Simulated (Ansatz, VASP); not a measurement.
## KTaO3 in VASP and in Ansatz

The input INCAR:

```
ALGO = Normal
EDIFF = 1E-6
ENCUT = 520
GGA = PE
ISIF = 2
ISMEAR = 0
LASPH = T
LCHARG = F
LREAL = F
LWAVE = F
NBANDS = 27
NELM = 60
PREC = Accurate
SIGMA = 0.05
```

File KPOINTS:

```
k-points
0
Gamma
  8 8 8
```

The input POSCAR:

```
KTaO3
1.0
    4.2874225000      0.0000000000      0.0000000000
    0.0000000000      3.9883000000      0.0000000000
    0.0000000000      0.0000000000      3.9883000000
K Ta O
1 1 3
Direct
    0.5000000000      0.5000000000      0.5000000000
    0.0000000000      0.0000000000      0.0000000000
    0.5000000000      0.0000000000      0.0000000000
    0.0000000000      0.5000000000      0.0000000000
    0.0000000000      0.0000000000      0.5000000000
```

Input for Ansatz:

```yaml
crystal:
  lattice:
    - [4.2874225, 0.0, 0.0]
    - [0.0, 3.9883, 0.0]
    - [0.0, 0.0, 3.9883]
  atoms:
    - { symbol: K, position: [0.5, 0.5, 0.5] }
    - { symbol: Ta, position: [0.0, 0.0, 0.0] }
    - { symbol: O, position: [0.5, 0.0, 0.0] }
    - { symbol: O, position: [0.0, 0.5, 0.0] }
    - { symbol: O, position: [0.0, 0.0, 0.5] }
basis:
  ecutwfc: 420
kpoints:
  mp_grid: { grid: [8, 8, 8] }
hamiltonian:
  xc: pbe
scf:
  occupations: { method: gaussian, width: 0.05 }
output:
  forces: true
  stress: true
  eigenvalues: true
  write_density: true
  write_potential: true
  elf: true
  volumetric_format: npy
```

Change from the starting cell: strain +0.0750 x Voigt [1, 0, 0, 0, 0, 0], atoms carried along.

Alike in both runs: task single point; functional PBE; k mesh 8 × 8 × 8; occupations gaussian, width 0.05 eV; no spin polarisation.

|  | VASP | Ansatz |
| --- | --- | --- |
| version | VASP 6.6.1 | Ansatz 0.2.0 |
| potentials or method | VASP PAW PBE potentials, release 64 (K_sv, Ta_pv, O), cutoff 520 eV | scalar-relativistic, plane waves, PAW |
| valence electrons in the cell | 38 | 40 |

Ansatz gave:

* gap on the k mesh at the Fermi level (eV): 1.96
* least direct gap on the mesh (eV): 2.46
* pressure (GPa): -6.1
* traceless stress, the component that is largest in VASP (GPa): -12.23

Problem. What did VASP give for the same quantities?

Solution. gap on the k mesh at the Fermi level (eV): 1.92; least direct gap on the mesh (eV): 2.43; pressure (GPa): -5.6; traceless stress, the component that is largest in VASP (GPa): -12.42.

VASP's potentials hold 38 valence electrons a cell and Ansatz's 40, so a difference there can come from the potentials and not from the codes.

Spin-orbit coupling is off throughout.
